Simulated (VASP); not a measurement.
# LaAu3 (P6_3/mmc) in VASP: single point with LDA

Aim: the single point of LaAu3 with LDA.

Everything below comes from runs of VASP 6.6.1. Logs are shortened: lines on timing, memory, paths and dates and some standing lists are left out, and cuts for length are marked.

### 1 The cell of the first run

The structure is hexagonal, space group P6_3/mmc (No. 194). The conventional cell has a = 6.681 Å, b = 6.681 Å, c = 4.700 Å, α = 90.00°, β = 90.00°, γ = 120.00°. La (site symmetry -6m2) has 12 Au at 3.16 to 3.35 Å within 4.2 Å. Within 3.9 Å of Au (site symmetry mm2) lie 8 Au at 2.93 to 3.66 Å and 4 La at 3.16 to 3.35 Å.

### 2 Single point, LDA

File POSCAR:

```
LaAu3
1.0
    6.6808700000      0.0000000000      0.0000000000
   -3.3404350000      5.7858031394      0.0000000000
    0.0000000000      0.0000000000      4.6999900000
La Au
2 6
Direct
    0.6666666667      0.3333333333      0.2500000000
    0.3333333333      0.6666666667      0.7500000000
    0.1508590000      0.8491410000      0.2500000000
    0.1508590000      0.3017180000      0.2500000000
    0.3017180000      0.1508590000      0.7500000000
    0.6982820000      0.8491410000      0.2500000000
    0.8491410000      0.1508590000      0.7500000000
    0.8491410000      0.6982820000      0.7500000000
```

File INCAR.step1:

```
SYSTEM = LaAu3
  ALGO = Normal
  EDIFF = 1E-6
  ENCUT = 400
  GGA = CA
  GGA_COMPAT = .FALSE.
  ISIF = 2
  ISMEAR = -1
  LASPH = .TRUE.
  LCHARG = .TRUE.
  LMAXMIX = 6
  LORBIT = 11
  LREAL = .FALSE.
  LWAVE = .FALSE.
  NBANDS = 78
  NEDOS = 2001
  NELM = 200
  PREC = Accurate
  SIGMA = 0.1
```

File KPOINTS.step1:

```
k-points
0
G
  4 4 5
  0 0 0
```

File INCAR.step2:

```
SYSTEM = LaAu3
  ALGO = Normal
  EDIFF = 1E-6
  ENCUT = 400
  GGA = CA
  GGA_COMPAT = .FALSE.
  ICHARG = 11
  ISIF = 2
  ISMEAR = -5
  LASPH = .TRUE.
  LCHARG = .FALSE.
  LMAXMIX = 6
  LORBIT = 11
  LREAL = .FALSE.
  LWAVE = .FALSE.
  NEDOS = 2001
  NELM = 200
  PREC = Accurate
  SIGMA = 0.1
```

File KPOINTS.step2:

```
k-points
0
G
  6 6 8
  0 0 0
```

Potentials or basis: VASP PAW LDA potentials, release 64 (La, Au_sv_GW).

Launch:

```console
$ cat potpaw_LDA.64/La/POTCAR potpaw_LDA.64/Au_sv_GW/POTCAR > POTCAR
$ cp INCAR.step1 INCAR
$ cp KPOINTS.step1 KPOINTS
$ mpirun -np 1 vasp_std > vasp.out
$ cp INCAR.step2 INCAR
$ cp KPOINTS.step2 KPOINTS
$ mpirun -np 1 vasp_std > vasp.out
```

OUTCAR:

```text
SYSTEM = LaAu3
   EDIFF = 1E-6
   ENCUT = 400
   GGA = CA
   ICHARG = 11
   ISIF = 2
   ISMEAR = -5
   LASPH = .TRUE.
   LORBIT = 11
   LREAL = .FALSE.
   NELM = 200
   PREC = Accurate

 ion  position               nearest neighbor table
   1  0.667  0.333  0.250-   7 3.16   7 3.16   5 3.16   5 3.16   8 3.16   8 3.16   4 3.35   6 3.35
                             3 3.35   3 3.35   4 3.35   6 3.35
   2  0.333  0.667  0.750-   3 3.16   3 3.16   6 3.16   6 3.16   4 3.16   4 3.16   8 3.35   5 3.35
                             7 3.35   7 3.35   8 3.35   5 3.35
   3  0.151  0.849  0.250-   8 2.93   8 2.93   5 2.93   5 2.93   6 3.02   4 3.02   2 3.16   2 3.16
                             1 3.35   1 3.35
   4  0.151  0.302  0.250-   7 2.93   7 2.93   5 2.93   5 2.93   6 3.02   3 3.02   2 3.16   2 3.16
                             1 3.35   1 3.35
   5  0.302  0.151  0.750-   4 2.93   4 2.93   3 2.93   3 2.93   7 3.02   8 3.02   1 3.16   1 3.16
                             2 3.35   2 3.35
   6  0.698  0.849  0.250-   8 2.93   8 2.93   7 2.93   7 2.93   3 3.02   4 3.02   2 3.16   2 3.16
                             1 3.35   1 3.35
   7  0.849  0.151  0.750-   4 2.93   4 2.93   6 2.93   6 2.93   5 3.02   8 3.02   1 3.16   1 3.16
                             2 3.35   2 3.35
   8  0.849  0.698  0.750-   3 2.93   3 2.93   6 2.93   6 2.93   5 3.02   7 3.02   1 3.16   1 3.16
                             2 3.35   2 3.35

  LATTYP: Found a hexagonal cell.
 ALAT       =     6.6808700000
 C/A-ratio  =     0.7034996939

  Lattice vectors:

 A1 = (   6.6808700000,   0.0000000000,   0.0000000000)
 A2 = (  -3.3404350000,   5.7858031394,   0.0000000000)
 A3 = (   0.0000000000,   0.0000000000,   4.6999900000)

Analysis of symmetry for initial positions (statically):
=====================================================================
 Subroutine PRICEL returns:
 Original cell was already a primitive cell.

 Routine SETGRP: Setting up the symmetry group for a
 hexagonal supercell.

 Subroutine GETGRP returns: Found 24 space group operations
 (whereof 12 operations were pure point group operations)
 out of a pool of 24 trial point group operations.

The static configuration has the point symmetry D_3d.
 The point group associated with its full space group is D_6h.

Analysis of symmetry for dynamics (positions and initial velocities):
=====================================================================
 Subroutine PRICEL returns:
 Original cell was already a primitive cell.

 Routine SETGRP: Setting up the symmetry group for a
 hexagonal supercell.

 Subroutine GETGRP returns: Found 24 space group operations
 (whereof 12 operations were pure point group operations)
 out of a pool of 24 trial point group operations.

The dynamic configuration has the point symmetry D_3d.
 The point group associated with its full space group is D_6h.

 Subroutine INISYM returns: Found 24 space group operations
 (whereof 12 operations are pure point group operations),
 and found     1 'primitive' translations

----------------------------------------------------------------------------------------

                                     Primitive cell

  volume of cell :     181.6743

  direct lattice vectors                    reciprocal lattice vectors
     6.680870000  0.000000000  0.000000000     0.149681104  0.086418426  0.000000000
    -3.340435000  5.785803139  0.000000000     0.000000000  0.172836852  0.000000000
     0.000000000  0.000000000  4.699990000     0.000000000  0.000000000  0.212766410

  length of vectors
     6.680870000  6.680870000  4.699990000     0.172836852  0.172836852  0.212766410

  position of ions in fractional coordinates (direct lattice)
     0.666666667  0.333333333  0.250000000
     0.333333333  0.666666667  0.750000000
     0.150859000  0.849141000  0.250000000
     0.150859000  0.301718000  0.250000000
     0.301718000  0.150859000  0.750000000
     0.698282000  0.849141000  0.250000000
     0.849141000  0.150859000  0.750000000
     0.849141000  0.698282000  0.750000000

  ion indices of the primitive-cell ions
   primitive index   ion index
                 1           1
                 2           2
                 3           3
                 4           4
                 5           5
                 6           6
                 7           7
                 8           8

----------------------------------------------------------------------------------------

 KPOINTS: k-points

Automatic generation of k-mesh.
 Grid dimensions read from file:
 generate k-points for:    6    6    8

 Generating k-lattice:

  Cartesian coordinates                     Fractional coordinates (reciprocal lattice)
     0.024946851  0.014403071  0.000000000     0.166666667 -0.000000000  0.000000000
     0.000000000  0.028806142  0.000000000     0.000000000  0.166666667  0.000000000
     0.000000000  0.000000000  0.026595801     0.000000000  0.000000000  0.125000000

  Length of vectors
     0.028806142  0.028806142  0.026595801

  Shift w.r.t. Gamma in fractional coordinates (k-lattice)
     0.000000000  0.000000000  0.000000000

 TETIRR: Found    284 inequivalent tetrahedra from     1728

 Subroutine IBZKPT returns following result:
 ===========================================

 Found     35 irreducible k-points:

 Following reciprocal coordinates:
            Coordinates               Weight
  0.000000  0.000000  0.000000      1.000000
  0.166667  0.000000  0.000000      6.000000
  0.333333  0.000000  0.000000      6.000000
  0.500000  0.000000  0.000000      3.000000
  0.166667  0.166667  0.000000      6.000000
  0.333333  0.166667  0.000000     12.000000
[... 16 lines left out ...]
  0.166667  0.000000  0.375000     12.000000
  0.333333  0.000000  0.375000     12.000000
 [... further k-points ...]
   k-points           NKPTS =     35   k-points in BZ     NKDIM =     35   number of bands    NBANDS=     81
   number of dos      NEDOS =   2001   number of ions     NIONS =      8
   total plane-waves  NPLWV =  73728
   dimension x,y,z NGX =    48 NGY =   48 NGZ =   32
   dimension x,y,z NGXF=    96 NGYF=   96 NGZF=   64
   ions per type =               2   6
   NGX,Y,Z   is equivalent  to a cutoff of  11.94, 11.94, 11.32 a.u.
   NGXF,Y,Z  is equivalent  to a cutoff of  23.89, 23.89, 22.64 a.u.
 SYSTEM =  LaAu3
   PREC   = accura    normal or accurate (medium, high low for compatibility)
   ISTART =      0    job   : 0-new  1-cont  2-samecut
   ICHARG =     11    charge: 1-file 2-atom 10-const
   ISPIN  =      1    spin polarized calculation?
   LNONCOLLINEAR =      F non collinear calculations
   LSORBIT =      F    spin-orbit coupling
   LASPH  =      T    aspherical Exc in radial PAW
   ENCUT  =  400.0 eV  29.40 Ry    5.42 a.u.  10.89 10.89  7.66*2*pi/ulx,y,z
   NELM   =    200;   NELMIN=  2; NELMDL=  0     # of ELM steps
   EDIFF  = 0.1E-05   stopping-criterion for ELM
   LREAL  =      F    real-space projection
   EDIFFG = 0.1E-04   stopping-criterion for IOM
   NSW    =      0    number of steps for IOM
   IBRION =     -1    ionic relax: 0-MD 1-quasi-New 2-CG
   NFREE  =      0    steps in history (QN), initial steepest desc. (CG)
   ISIF   =      2    stress and relaxation
   ISYM   =      2    0-nonsym 1-usesym 2-fastsym
   POTIM  = 0.5000    time-step for ionic-motion
   TEBEG  =    0.0;   TEEND  =   0.0 temperature during run
   PSTRESS=    0.0 pullay stress
   NELECT =     136.0000    total number of electrons
   NUPDOWN=      -1.0000    fix difference up-down
   EMIN   =  10.00;   EMAX   =-10.00  energy-range for DOS
   EFERMI =   0.00;   METHOD = LEGACY
   ISMEAR =    -5;   SIGMA  =   0.10  broadening in eV -4-tet -1-fermi 0-gaus
   EFERMI_NEDOS =   21; number of points for ismear=-14 and -15
   IALGO  =     38    algorithm
   IMIX   =      4    mixing-type and parameters
     AMIX     =   0.40;   BMIX     =  1.00
     AMIX_MAG =   1.60;   BMIX_MAG =  1.00
  volume/ion in A,a.u.               =      22.71       153.25
  Fermi-wavevector in a.u.,A,eV,Ry     =   1.486472  2.809024 30.063401  2.209598
  Thomas-Fermi vector in A             =   2.599754
   LORBIT       =     11    0 simple, 1 ext, 2 COOP (PROOUT), +10 PAW based schemes
   GGA     = CA    functional components
   LHFCALC =     F    Hartree Fock is set to
   AEXX    =    0.0000 exact exchange contribution
   IVDW    =     0    specifies the selected vdW correction
   LEPSILON=     F    determine dielectric tensor
   LRPA    =     F    only Hartree local field effects (RPA)
 non-spin polarized calculation
 Fermi weights with tetrahedron method with Bloechl corrections
  energy-cutoff  :      400.00
  volume of cell :      181.67
 maximum number of plane-waves:      3327
 NGX is ok and might be reduce to    48

 number of electron     135.9999985 magnetization

 Free energy of the ion-electron system (eV)
  ---------------------------------------------------
  ext. energy  EPLUGINS =         0.00000000
  ---------------------------------------------------
  free energy    TOTEN  =       -38.55436766 eV

  energy without entropy =      -38.55436766  energy(sigma->0) =      -38.55436766

 E-fermi :   7.5454     XC(G=0): -11.8867

 val. band max:        7.5889497207   @ k =   0.3333   0.0000   0.2500
 cond. band min:       7.4222322200   @ k =   0.0000   0.0000   0.2500
 fundamental gap:     -0.1667175006
 Fermi energy:         7.5453978221

 k-point     1 :       0.0000    0.0000    0.0000
  band No.  band energies     occupation
      1     -97.5695      2.00000
      2     -97.5668      2.00000
      3     -97.5667      2.00000
      4     -97.5639      2.00000
      5     -97.5638      2.00000
      6     -97.5631      2.00000
[... 72 lines left out ...]
     79       9.5772      0.00000
     80       9.6013      0.00000

 k-point     2 :       0.1667    0.0000    0.0000
  band No.  band energies     occupation
      1     -97.5697      2.00000
      2     -97.5671      2.00000
      3     -97.5667      2.00000
      4     -97.5638      2.00000
      5     -97.5638      2.00000
      6     -97.5630      2.00000
[... 72 lines left out ...]
     79       9.6002      0.00000
     80       9.6074      0.00000
[... 1741 lines left out ...]
     79       9.6102      0.00000
     80       9.6322      0.00000

 k-point    24 :       0.3333    0.0000    0.3750
  band No.  band energies     occupation
      1     -97.5680      2.00000
      2     -97.5661      2.00000
      3     -97.5658      2.00000
      4     -97.5653      2.00000
      5     -97.5646      2.00000
      6     -97.5645      2.00000
[... 72 lines left out ...]
     79       9.6322      0.00000
     80       9.6450      0.00000

 [... further k-points ...]

 [bands above 80 left out]

------------------------ aborting loop because EDIFF is reached ----------------------------------------

  FORCE on cell =-STRESS in cart. coord.  units (eV):
  Direction    XX          YY          ZZ          XY          YZ          ZX
  --------------------------------------------------------------------------------------
  -------------------------------------------------------------------------------------
  Total       -8.7205185     -8.7205185     -9.7366895     -0.0000000      0.0000000     -0.0000000
  in kB      -76.9058329    -76.9058329    -85.8673967     -0.0000000      0.0000000     -0.0000000
  external PRESSURE =     -79.8930209 kB  Pullay stress =       0.0000000 kB

 VOLUME and BASIS-vectors are now :
 -----------------------------------------------------------------------------
  energy-cutoff  :      400.00
  volume of cell :      181.67
      direct lattice vectors                 reciprocal lattice vectors
     6.680870000  0.000000000  0.000000000     0.149681104  0.086418426  0.000000000
    -3.340435000  5.785803139  0.000000000     0.000000000  0.172836852  0.000000000
     0.000000000  0.000000000  4.699990000     0.000000000  0.000000000  0.212766410

 POSITION                                       TOTAL-FORCE (eV/Angst)
 -----------------------------------------------------------------------------------
      3.34044      1.92860      1.17500         0.000000     -0.000000     -0.000000
     -0.00000      3.85720      3.52499        -0.000000      0.000000     -0.000000
     -1.82863      4.91296      1.17500        -0.175000      0.101036      0.000000
     -0.00000      1.74568      1.17500        -0.000000     -0.202072      0.000000
      1.51180      0.87284      3.52499        -0.175000     -0.101036      0.000000
      1.82863      4.91296      1.17500         0.175000      0.101036      0.000000
      5.16907      0.87284      3.52499         0.175000     -0.101036     -0.000000
      3.34044      4.04012      3.52499         0.000000      0.202072      0.000000
 -----------------------------------------------------------------------------------
    total drift:                               -0.000004      0.000002     -0.000001

  FREE ENERGIE OF THE ION-ELECTRON SYSTEM (eV)
  ---------------------------------------------------
  free  energy   TOTEN  =       -38.5543676629 eV

  energy  without entropy=      -38.5543676629  energy(sigma->0) =      -38.55436766

 total charge

# of ion       s       p       d       f       tot
--------------------------------------------------
    1        2.040   5.641   0.621   0.153   8.455
    2        2.040   5.641   0.621   0.153   8.455
    3        2.426   6.293   8.463   0.006  17.188
    4        2.426   6.293   8.463   0.006  17.188
    5        2.426   6.293   8.463   0.006  17.188
    6        2.426   6.293   8.463   0.006  17.188
    7        2.426   6.293   8.463   0.006  17.188
    8        2.426   6.293   8.463   0.006  17.188
--------------------------------------------------
tot         18.638  49.042  52.021   0.340 120.041
```

Wall time 9.5 min (1 thread of Intel Xeon Platinum 8488C (Sapphire Rapids), shared host); peak memory 0.38 GiB.

Results:

```yaml
Valence_electrons_inside_the_program's_atomic_spheres: La 8.46; Au 17.19
```

Levels at points of the mesh, in eV from the Fermi level:
| k point | band 66 | band 67 | band 68 | band 69 | band 70 | band 71 |
| --- | --- | --- | --- | --- | --- | --- |
| (0.00, 0.00, 0.00) | -1.11 | -0.89 | -0.42 | -0.42 | 1.07 | 1.78 |
| (0.50, 0.00, 0.00) | -1.52 | -0.01 | 0.06 | 0.76 | 1.14 | 1.30 |
| (0.00, 0.00, 0.50) | -0.60 | -0.60 | -0.60 | 0.78 | 0.78 | 0.79 |
| (0.50, 0.00, 0.50) | -1.92 | -1.03 | -1.03 | 0.13 | 0.13 | 1.37 |

Caveat: spin-orbit coupling is left out, which moves the levels of the heavy elements.
